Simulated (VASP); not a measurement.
Input of a VASP 6.6.1 run:

The input POSCAR:

```
GeMo
1.0
    2.6198102412      0.0000000000      0.0000000000
    0.0000000000      2.6198102412      0.0000000000
    0.0000000000      0.0000000000      2.6198102412
Mo Ge
1 1
Direct
    0.0000000000      0.0000000000      0.0000000000
    0.5000000000      0.5000000000      0.5000000000
```

File INCAR.step1:

```
ALGO     = Normal         # electronic algorithm
EDIFF    = 1E-4           # SCF threshold, eV
ENCUT    = 520            # plane-wave cutoff, eV
GGA      = PE             # functional
ISMEAR   = -1             # smearing method
LASPH    = True           # aspherical terms in the spheres
LCHARG   = False          # write CHGCAR
LREAL    = False          # projectors in reciprocal space
LWAVE    = True           # write WAVECAR
NBANDS   = 21             # bands
NELM     = 80             # most SCF steps
PREC     = Accurate       # precision mode
SIGMA    = 0.05           # smearing width, eV
```

Contents of INCAR.step2:

```
ALGO     = Normal         # electronic algorithm
EDIFF    = 1E-7           # SCF threshold, eV
ENCUT    = 520            # plane-wave cutoff, eV
ISIF     = 2              # what is computed and relaxed
ISMEAR   = -1             # smearing method
ISTART   = 1            
LASPH    = True           # aspherical terms in the spheres
LCHARG   = False          # write CHGCAR
LMIXTAU  = True         
LREAL    = False          # projectors in reciprocal space
LWAVE    = False          # write WAVECAR
METAGGA  = R2SCAN         # meta-GGA
NBANDS   = 21             # bands
NELM     = 80             # most SCF steps
PREC     = Accurate       # precision mode
SIGMA    = 0.05           # smearing width, eV
```

Contents of KPOINTS:

```
k-points
0
Gamma
  14 14 14
```

Potentials or basis: VASP PAW PBE potentials, release 64 (Mo_sv, Ge_d).

Launch:

```bash
$ cat potpaw_PBE.64/Mo_sv/POTCAR potpaw_PBE.64/Ge_d/POTCAR > POTCAR
$ cp INCAR.step1 INCAR
$ mpirun -np 1 vasp_std > vasp.out
$ cp INCAR.step2 INCAR
$ mpirun -np 1 vasp_std > vasp.out
```

(1) Estimate the band gap on the k mesh.

(2) What does it give for the pressure?

Results:

(1) zero (band 14 reaches 26.31 eV, above the bottom of band 15 at 18.26 eV).

(2) 319.4 GPa.

Caveat: the PAW data sets were made with another functional, which shifts forces and pressure a little.
